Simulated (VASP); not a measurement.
Here is a VASP 6.6.1 calculation.

Contents of INCAR:

```
SYSTEM = Co
ALGO = Normal
EDIFF = 1E-6
ENCUT = 600
GGA = PE
GGA_COMPAT = .FALSE.
ISIF = 2
ISMEAR = -1
ISPIN = 2
LASPH = .TRUE.
LCHARG = .FALSE.
LMAXMIX = 4
LORBIT = 11
LREAL = .FALSE.
LWAVE = .FALSE.
MAGMOM = 3 3
NBANDS = 20
NELM = 200
PREC = Accurate
SIGMA = 0.05
```

Contents of KPOINTS:

```
k-points
0
G
  11 11 11
  0 0 0
```

POSCAR

```
Co
1.0
    3.6280000000      1.8140000000      1.8140000000
    1.8140000000      3.6280000000      1.8140000000
    1.8140000000      1.8140000000      3.6280000000
Co
2
Direct
    0.0000000000      0.0000000000      0.0000000000
    0.5000000000      0.5000000000      0.5000000000
```

Potentials or basis: VASP PAW PBE potentials, release 64 (Co).

Command:

```sh
$ cat potpaw_PBE.64/Co/POTCAR > POTCAR
$ mpirun -np 1 vasp_std > vasp.out
```

(1) Predict the net moment.

(2) What does it give for the pressure?

(3) Predict the site moments.

Results:

(1) 3.38 μB per cell.

(2) -15.9 GPa.

(3) Co +1.73 μB.

Caveat: the cell stands under tension.
